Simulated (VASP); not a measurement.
Set up this calculation in VASP 6.6.1, as the native input.

- Task: single point
- Functional: PBE
- Potentials or basis: VASP PAW PBE potentials, release 64 (P)
- Cutoff: 520 eV
- k mesh: 8 × 8 × 6
- Occupations: gaussian, width 0.024 eV
- Spin: no spin polarisation
- Dipole correction: no
- Further INCAR settings: ALGO = Normal; EDIFF = 1e-06; NBANDS = 18

The structure of P lies in POSCAR:

```
P
1.0
    1.6477431241     -5.4650377251      0.0000000000
    1.6477431241      5.4650377251      0.0000000000
    0.0000000000      0.0000000000      4.5436355900
P
4
Direct
    0.9041431300      0.0958568700      0.5888151700
    0.0958568700      0.9041431300      0.4111848300
    0.5958568700      0.4041431300      0.0888151700
    0.4041431300      0.5958568700      0.9111848300
```

One way to write it, as run:

INCAR

```
ALGO = Normal ; EDIFF = 1E-6
ENCUT = 520 ; GGA = PE
ISIF = 2 ; ISMEAR = 0
LASPH = T ; LCHARG = T
LELF = T ; LREAL = F
LVHAR = T ; LWAVE = F
NBANDS = 18 ; NELM = 80
PREC = Accurate ; SIGMA = 0.024
```

KPOINTS

```
k-points
0
Gamma
  8 8 6
```

Potentials or basis: VASP PAW PBE potentials, release 64 (P).

Launch:

```console
$ cat potpaw_PBE.64/P/POTCAR > POTCAR
$ mpirun -np 1 vasp_std > vasp.out
```

Results of the run:

The pressure is 1.7 GPa and the largest force is 0.287 eV/Å. The band gap on the k mesh is 0.11 eV, direct.

It took 87 s on 1 thread of Intel(R) Xeon(R) Platinum 8488C (Sapphire Rapids), on a shared host, peak memory 0.26 GiB.
